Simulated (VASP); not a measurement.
Write the native input for VASP 6.6.1 that does the following.

```yaml
Task: single point
Functional: PBE
Potentials_or_basis: VASP PAW PBE potentials, release 64 (Ta_pv, Te)
Cutoff: 520 eV
k_mesh: 8 × 8 × 8
Occupations: fermi-dirac, width 0.05 eV
Spin: no spin polarisation
Dipole_correction: no
Further_INCAR_settings: ALGO = Normal; EDIFF = 1e-07; NBANDS = 16
```

The structure of TaTe lies in POSCAR:

```
TaTe
1.0
    3.4871676178      0.0000000000      0.0000000000
    0.0000000000      3.4871676178      0.0000000000
    0.0000000000      0.0000000000      3.4871676178
Ta Te
1 1
Direct
    0.5000000000      0.5000000000      0.5000000000
    0.0000000000      0.0000000000      0.0000000000
```

One way to write it, as run:

INCAR

```
ALGO = Normal
EDIFF = 1E-7
ENCUT = 520
GGA = PE
ISIF = 2
ISMEAR = -1
LASPH = True
LCHARG = False
LREAL = False
LWAVE = False
NBANDS = 16
NELM = 60
PREC = Accurate
SIGMA = 0.05
```

KPOINTS

```
k-points
0
Gamma
  8 8 8
```

Potentials or basis: VASP PAW PBE potentials, release 64 (Ta_pv, Te).

Command:

```console
$ cat potpaw_PBE.64/Ta_pv/POTCAR potpaw_PBE.64/Te/POTCAR > POTCAR
$ mpirun -np 1 vasp_std > vasp.out
```

It gave:

| Quantity | Value |
| --- | --- |
| Pressure | -7.3 GPa |

It took 34 s on 1 thread of Intel Xeon 8259CL, with other jobs on the host, peak memory 0.17 GiB.
